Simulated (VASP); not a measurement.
Set up this calculation in VASP 6.6.1, as the native input.

```yaml
Task: single point
Functional: LDA
Potentials_or_basis: VASP PAW LDA potentials, release 64 (Ta_pv)
Cutoff: 520 eV
k_mesh: 11 × 11 × 5
Occupations: gaussian, width 0.1 eV
Spin: no spin polarisation
Dipole_correction: no
Further_INCAR_settings: ALGO = Normal; EDIFF = 1e-07; NBANDS = 18
```

The structure of Ta lies in POSCAR:

```
Ta
1.0
    2.9003720726      0.0000000000      0.0000000000
   -1.4501860363      2.5117958953      0.0000000000
    0.0000000000      0.0000000000      5.1662740000
Ta
2
Direct
    0.3333333333      0.6666666667      0.2500000000
    0.6666666667      0.3333333333      0.7500000000
```

The input as run:

INCAR

```
PREC = Accurate
ENCUT = 520
EDIFF = 1E-7
ISMEAR = 0
SIGMA = 0.1
LREAL = F
LASPH = T
NELM = 60
ALGO = Normal
ISIF = 2
LWAVE = F
LCHARG = F
NBANDS = 18
```

KPOINTS

```
Automatic mesh
0
Gamma
  11 11 5
```

Potentials or basis: VASP PAW LDA potentials, release 64 (Ta_pv).

Run with:

```console
$ cat potpaw_LDA.64/Ta_pv/POTCAR > POTCAR
$ mpirun -np 1 vasp_std > vasp.out
```

It gave:

- Pressure: -11.4 GPa
- Band gap on the k mesh: zero (band 11 reaches 6.44 eV, above the bottom of band 12 at 4.91 eV)

Caveat: spin-orbit coupling is left out, which moves the levels of the heavy elements.

It took 52 s on 1 thread of AMD EPYC 7R13 (shared host), peak memory 0.13 GiB.
